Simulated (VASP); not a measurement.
Set up this calculation in VASP 6.6.1, as the native input.

```
Task                   : relaxation of cell and atoms
Functional             : PBE
Potentials or basis    : VASP PAW PBE potentials, release 64 (Cd, Te)
Cutoff                 : 500 eV
k mesh                 : 6 × 6 × 6
Occupations            : gaussian, width 0.02 eV
Spin                   : no spin polarisation
Dipole correction      : no
Further INCAR settings : ALGO = Normal; EDIFF = 1e-07; IBRION = 2; EDIFFG = -0.002; NSW = 100; ISIF = 3
```

The structure of CdTe lies in POSCAR:

```
CdTe
1.0
    0.0000000000      3.2821135600      3.2821135600
    3.2821135600      0.0000000000      3.2821135600
    3.2821135600      3.2821135600      0.0000000000
Cd Te
1 1
Direct
    0.0000000000      0.0000000000      0.0000000000
    0.7500000000      0.7500000000      0.7500000000
```

These files were run (other wordings do the same):

INCAR

```
SYSTEM = CdTe
PREC = Accurate
ENCUT = 500
EDIFF = 1E-7
ISMEAR = 0
SIGMA = 0.02
LREAL = .FALSE.
LASPH = .TRUE.
NELM = 120
ALGO = Normal
ISIF = 3
LWAVE = .FALSE.
LCHARG = .FALSE.
GGA = PE
IBRION = 2
NSW = 100
EDIFFG = -0.002
GGA_COMPAT = .FALSE.
NELMIN = 4
```

KPOINTS

```
Automatic mesh
0
G
  6 6 6
  0 0 0
```

Potentials or basis: VASP PAW PBE potentials, release 64 (Cd, Te).

The run is started by

```console
$ cat potpaw_PBE.64/Cd/POTCAR potpaw_PBE.64/Te/POTCAR > POTCAR
$ mpirun -np 1 vasp_std > vasp.out
```

Results of the run:

The relaxed volume is 36.35 Å³/atom, the relaxed cell is a = 4.685 Å, b = 4.685 Å, c = 4.685 Å, α = 60.00°, β = 60.00°, γ = 60.00° and the space group after relaxing (to 0.1 Å) is F-43m (No. 216). The energy gained by relaxing is 3.1 meV/atom, the ionic steps are 3 and the pressure after relaxing is 0.0 GPa. The band gap on the k mesh is 0.57 eV.

Caveat: spin-orbit coupling is left out, which moves the levels of the heavy elements.

It took 89 s on 1 thread of Intel Xeon 8259CL, on a shared host, peak memory 0.22 GiB.
